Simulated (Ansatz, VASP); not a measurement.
# Cd in VASP and in Ansatz

The input INCAR:

```
PREC = Accurate
ENCUT = 520
EDIFF = 1E-7
ISMEAR = -1
SIGMA = 0.08
LREAL = False
LASPH = True
NELM = 100
ALGO = Normal
ISIF = 2
LWAVE = False
LCHARG = True
GGA = PE
LELF = True
LVHAR = True
NBANDS = 19
```

KPOINTS

```
regular mesh
0
Gamma
  12 12 12
```

File POSCAR:

```
Cd
1.0
    0.0000000000      3.3437451837      3.3437451837
    3.3437451837      0.0000000000      3.3437451837
    3.3437451837      3.3437451837      0.0000000000
Cd
2
Direct
   -0.1250000000     -0.1250000000     -0.1250000000
    0.1250000000      0.1250000000      0.1250000000
```

Input for Ansatz:

```yaml
crystal:
  lattice:
    - [0.0, 3.3437451837, 3.3437451837]
    - [3.3437451837, 0.0, 3.3437451837]
    - [3.3437451837, 3.3437451837, 0.0]
  atoms:
    - { symbol: Cd, position: [-0.125, -0.125, -0.125] }
    - { symbol: Cd, position: [0.125, 0.125, 0.125] }
kpoints:
  mp_grid: { grid: [12, 12, 12] }
  band_path:
    path:
      - [0.0, 0.0, 0.0]
      - [0.5, 0.0, 0.5]
      - [0.625, 0.25, 0.625]
      - [0.375, 0.375, 0.75]
      - [0.0, 0.0, 0.0]
      - [0.5, 0.5, 0.5]
      - [0.5, 0.25, 0.75]
      - [0.5, 0.0, 0.5]
    npoints: 14
scf:
  occupations: { method: fermi_dirac, width: 0.08 }
hamiltonian:
  xc: pbe
  pseudopotentials: { kind: all_electron, lapw: { basis_error: 0.001 } }
output:
  forces: true
  stress: true
  eigenvalues: true
  populations: true
  dos: { projected: true, de: 0.2, e_range: [-14, 8] }
```

Alike in both runs: task single point; functional PBE; k mesh 12 × 12 × 12; occupations fermi-dirac, width 0.08 eV; no spin polarisation.

|  | VASP | Ansatz |
| --- | --- | --- |
| version | VASP 6.6.1 | Ansatz 0.2.0 |
| potentials or method | VASP PAW PBE potentials, release 64 (Cd), cutoff 520 eV | all-electron LAPW, scalar-relativistic |

|  | VASP | Ansatz | Ansatz less VASP |
| --- | --- | --- | --- |
| pressure (GPa) | 0.2 | 0.0 | -0.12 |

Ansatz ran all-electron here, and VASP with PAW potentials.
